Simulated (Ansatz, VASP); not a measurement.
## Ir: VASP beside Ansatz

POSCAR

```
Ir
1.0
   -1.4908760851      1.4908760851      1.4908760851
    1.4908760851     -1.4908760851      1.4908760851
    1.4908760851      1.4908760851     -1.4908760851
Ir
1
Direct
    0.0000000000      0.0000000000      0.0000000000
```

INCAR.step1

```
SYSTEM = Ir
  PREC = Accurate
  ENCUT = 620
  ISMEAR = 0
  SIGMA = 0.1
  LREAL = .False.
  LASPH = .True.
  NELM = 120
  GGA = PE
  ALGO = Normal
  EDIFF = 1E-5
  LWAVE = .True.
  LCHARG = .False.
  GGA_COMPAT = .False.
  IBRION = 2
  ISIF = 3
  EDIFFG = -0.005
  NELMIN = 4
  NSW = 100
```

Contents of INCAR.step2:

```
SYSTEM = Ir
  PREC = Accurate
  ENCUT = 620
  EDIFF = 1E-7
  ISMEAR = 0
  SIGMA = 0.1
  LREAL = .False.
  LASPH = .True.
  NELM = 120
  ALGO = Normal
  ISIF = 3
  LWAVE = .False.
  LCHARG = .False.
  METAGGA = R2SCAN
  LMIXTAU = .True.
  IBRION = 2
  NSW = 80
  EDIFFG = -0.05
  ISTART = 1
  GGA_COMPAT = .False.
  NELMIN = 4
```

Contents of KPOINTS:

```
regular mesh
0
Gamma
  10 10 10
  0 0 0
```

Input for Ansatz:

```yaml
crystal:
  lattice:
    - [-1.4908760851, 1.4908760851, 1.4908760851]
    - [1.4908760851, -1.4908760851, 1.4908760851]
    - [1.4908760851, 1.4908760851, -1.4908760851]
  atoms:
    - { symbol: Ir, position: [0.0, 0.0, 0.0] }
basis:
  ecutwfc: 500
kpoints:
  mp_grid: { grid: [10, 10, 10] }
hamiltonian:
  xc: r2scan
scf:
  occupations: { method: gaussian, width: 0.1 }
output:
  forces: true
  stress: true
  eigenvalues: true
relax:
  adjacent_minimum: "off"
  f_tol: 0.05
  max_steps: 60
  cell: { stress_tol: 0.5 }
```

Alike in both runs: task relaxation of cell and atoms; functional r2SCAN; k mesh 10 × 10 × 10; occupations gaussian, width 0.1 eV; no spin polarisation.

|  | VASP | Ansatz |
| --- | --- | --- |
| version | VASP 6.6.1 | Ansatz 0.2.0 |
| potentials or method | VASP PAW PBE potentials, release 64 (Ir_sv_GW), cutoff 620 eV | scalar-relativistic, plane waves, PAW |
| valence electrons in the cell | 17 | 17 |

VASP gave:

| Property | Result |
| --- | --- |
| gap on the k mesh at the Fermi level, each at its own relaxed structure (eV) | none |
| relaxed volume (Å³/atom) | 14.65 |
| relaxed length of the cell vector where the two differ most in proportion (Å) | 2.670 |

Problem. Which values does Ansatz return?

Solution. gap on the k mesh at the Fermi level, each at its own relaxed structure (eV): none; relaxed volume (Å³/atom): 14.70; relaxed length of the cell vector where the two differ most in proportion (Å): 2.673.

VASP's potentials were made for PBE, not for r2SCAN. A gap of «none» marks a metal or a gap that the smearing closes.

Spin-orbit coupling is off throughout.
